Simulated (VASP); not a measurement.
Nb3C, 8 atoms in the cell. It takes space group P6_3/m (No. 176, hexagonal). Conventional cell: a = 6.098 Å, b = 6.098 Å, c = 3.398 Å, α = 90.00°, β = 90.00°, γ = 120.00°. Nb (site symmetry m) has 3 C at 2.36 to 2.42 Å and 8 Nb at 2.72 to 2.83 Å within 3.1 Å. Within 3.1 Å of C (site symmetry -6) lie 9 Nb at 2.36 to 2.42 Å. The cell was built from a structure type or drawn by symmetry, and may not be a known phase.

| Item | Value |
| --- | --- |
| Program | VASP 6.6.1 |
| Task | single point |
| Functional | PBE |
| Potentials or basis | VASP PAW PBE potentials, release 64 (Nb_sv, C) |
| Cutoff | 520 eV |
| k mesh | 3 × 3 × 6 |
| Occupations | gaussian, width 0.1 eV |
| Spin | no spin polarisation |
| Dipole correction | no |
| Further INCAR settings | ALGO = Normal; EDIFF = 1e-06; NBANDS = 53 |

Potentials or basis: VASP PAW PBE potentials, release 64 (Nb_sv, C).

The run is started by

```sh
$ cat potpaw_PBE.64/Nb_sv/POTCAR potpaw_PBE.64/C/POTCAR > POTCAR
$ mpirun -np 1 vasp_std > vasp.out
```

Hardware: 1 thread of Intel(R) Xeon(R) 6975P-C (Granite Rapids), with other jobs on the host.

Q: Estimate the wall time of this run.

A: It took 39 s on 1 thread of Intel(R) Xeon(R) 6975P-C (Granite Rapids), with other jobs on the host, peak memory 0.25 GiB. Counts: scf iterations 15, k points 12.
